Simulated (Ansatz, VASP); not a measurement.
B2N in VASP and in Ansatz

```
B N
1.0
     2.94612    0.00000    0.00000
    -1.47306    2.55141    0.00000
     0.00000    0.00000    2.96974
B N
2 1
Direct
  0.33333 0.66667 0.50000
  0.66667 0.33333 0.50000
  0.00000 0.00000 0.00000
```

Change from the starting cell: species swapped into the Li2Pd type (P6/mmm, No. 191).

Alike in both runs: functional PBE; k mesh 6 × 6 × 8; occupations gaussian, width 0.2 eV; no spin polarisation.

Ansatz relaxed the structure, and its values are those at the end. VASP's run is a single point on that final structure, the one shown.

```csv
,VASP,Ansatz
version,VASP 6.6.1,Ansatz 0.2.0
potentials or method,"VASP PAW PBE potentials, release 64 (B, N), cutoff 600 eV","scalar-relativistic, plane waves, PAW"
valence electrons in the cell,11,11
```

|  | VASP | Ansatz | Ansatz less VASP |
| --- | --- | --- | --- |
| gap on the k mesh at the Fermi level (eV) | none | none | - |
| pressure (GPa) | -0.1 | 0.1 | +0.17 |

A gap of «none» marks a metal or a gap that the smearing closes.

The k mesh is coarse, so the values compare programs but aren't converged.
